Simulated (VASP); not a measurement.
Set up this calculation in VASP 6.6.1, as the native input.

```yaml
Task: single point
Functional: PBEsol
Potentials_or_basis: VASP PAW PBE potentials, release 64 (Sc_sv)
Cutoff: 520 eV
k_mesh: 15 × 15 × 10
Occupations: gaussian, width 0.15 eV
Spin: no spin polarisation
Dipole_correction: no
Further_INCAR_settings: ALGO = Normal; EDIFF = 1e-06; NBANDS = 18
```

The structure of Sc lies in POSCAR:

```
Sc
1.0
    3.1131000000      0.0000000000      0.0000000000
   -1.5565500000      2.6960236845      0.0000000000
    0.0000000000      0.0000000000      4.8283000000
Sc
2
Direct
    0.3333333333      0.6666666667      0.2500000000
    0.6666666667      0.3333333333      0.7500000000
```

These files were run (other wordings do the same):

INCAR

```
ALGO = Normal
EDIFF = 1E-6
ENCUT = 520
GGA = PS
ISIF = 2
ISMEAR = 0
LASPH = T
LCHARG = F
LREAL = F
LWAVE = F
NBANDS = 18
NELM = 100
PREC = Accurate
SIGMA = 0.15
```

KPOINTS

```
k-points
0
Gamma
  15 15 10
```

Potentials or basis: VASP PAW PBE potentials, release 64 (Sc_sv).

Launch:

```console
$ cat potpaw_PBE.64/Sc_sv/POTCAR > POTCAR
$ mpirun -np 1 vasp_std > vasp.out
```

Results of the run:

```yaml
Pressure: 11.4 GPa
Band_gap_on_the_k_mesh: zero (bands 11 and 12 overlap by 1.89 eV)
```

Caveat: the cell stands under pressure; the PAW data sets were made with another functional, which shifts forces and pressure a little.

Wall time 110 s on 1 thread of Intel Xeon 8259CL (shared host), peak memory 0.22 GiB.
